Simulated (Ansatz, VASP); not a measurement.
**SnGe2 in VASP and in Ansatz**

File INCAR:

```
  ALGO = Normal
  EDIFF = 1E-6
  ENCUT = 520
  GGA = PS
  ISIF = 2
  ISMEAR = 0
  LASPH = True
  LCHARG = False
  LREAL = False
  LWAVE = False
  NBANDS = 73
  NELM = 80
  PREC = Accurate
  SIGMA = 0.1097
```

File KPOINTS:

```
k-points
0
Gamma
  8 8 5
```

Contents of POSCAR:

```
SnGe2
1.0
    5.2420900000      0.0000000000      0.0000000000
   -2.6210450000      4.5397870000      0.0000000000
    0.0000000000      0.0000000000      7.3020270000
Sn Ge
3 6
Direct
    0.5000000000      0.5000000000      0.1667000000
    0.0000000000      0.5000000000      0.8333700000
    0.5000000000      0.0000000000      0.5000300000
    0.8382000000      0.1618000000      0.1667000000
    0.6764000000      0.8382000000      0.8333700000
    0.8382000000      0.6764000000      0.5000300000
    0.1618000000      0.8382000000      0.1667000000
    0.3236000000      0.1618000000      0.8333700000
    0.1618000000      0.3236000000      0.5000300000
```

Input for Ansatz:

```yaml
crystal:
  lattice:
    - [5.24209, 0.0, 0.0]
    - [-2.621045, 4.539787, 0.0]
    - [0.0, 0.0, 7.302027]
  atoms:
    - { symbol: Sn, position: [0.5, 0.5, 0.1667] }
    - { symbol: Sn, position: [0.0, 0.5, 0.83337] }
    - { symbol: Sn, position: [0.5, 0.0, 0.50003] }
    - { symbol: Ge, position: [0.8382, 0.1618, 0.1667] }
    - { symbol: Ge, position: [0.6764, 0.8382, 0.83337] }
    - { symbol: Ge, position: [0.8382, 0.6764, 0.50003] }
    - { symbol: Ge, position: [0.1618, 0.8382, 0.1667] }
    - { symbol: Ge, position: [0.3236, 0.1618, 0.83337] }
    - { symbol: Ge, position: [0.1618, 0.3236, 0.50003] }
  symmetry: { tolerance: 0.0003 }
kpoints:
  mp_grid: { grid: [8, 8, 5], shift: [0, 0, 0] }
  band_path:
    path:
      - [0.0, 0.0, 0.0]
      - [0.5, 0.0, 0.0]
      - [0.33333333, 0.33333333, 0.0]
      - [0.0, 0.0, 0.0]
      - [0.0, 0.0, 0.5]
      - [0.5, 0.0, 0.5]
      - [0.33333333, 0.33333333, 0.5]
      - [0.0, 0.0, 0.5]
      - [0.5, 0.0, 0.5]
      - [0.5, 0.0, 0.0]
      - [0.33333333, 0.33333333, 0.5]
    npoints: 7
magnetization:
  spin_polarized: false
scf:
  occupations: { method: gaussian, width: 0.1097 }
  lower_state_search: "off"
  max_iter: 200
hamiltonian:
  pseudopotentials: { kind: paw }
  xc: pbesol
basis:
  ecutwfc: 420
  fft_grid_basis: typed
output:
  forces: true
  stress: true
  eigenvalues: true
  bader: true
  populations: true
  elf: true
  write_potential: true
  volumetric_format: npy
  dos:
    e_range: [-12, 8]
    de: 0.05
    projected: { site_lists: { Ge: [Ge], Sn: [Sn] } }
  write_density: true
checkpoint:
  read: saved_state
```

Alike in both runs: task single point; functional PBEsol; k mesh 8 × 8 × 5; occupations gaussian, width 0.1097 eV; no spin polarisation.

```csv
,VASP,Ansatz
version,VASP 6.6.1,Ansatz 0.2.0
potentials or method,"VASP PAW PBE potentials, release 64 (Sn_d, Ge_d), cutoff 520 eV",PAW plane waves
valence electrons in the cell,126,126
```

```csv
,VASP,Ansatz,Ansatz less VASP
pressure (GPa),8.1,8.0,-0.08
"traceless stress, the component that is largest in VASP (GPa)",2.81,2.81,+0.003
rms of the force components (eV/Å),0.026,0.027,+0.0005
```

VASP's potentials were made for PBE, not for PBEsol. Atom by atom the forces differ by 0.000 eV/Å (rms over components). With one functional, cell and mesh, what is left measures potentials, basis and numerics. Ansatz's warnings: structure snapped to symmetry.
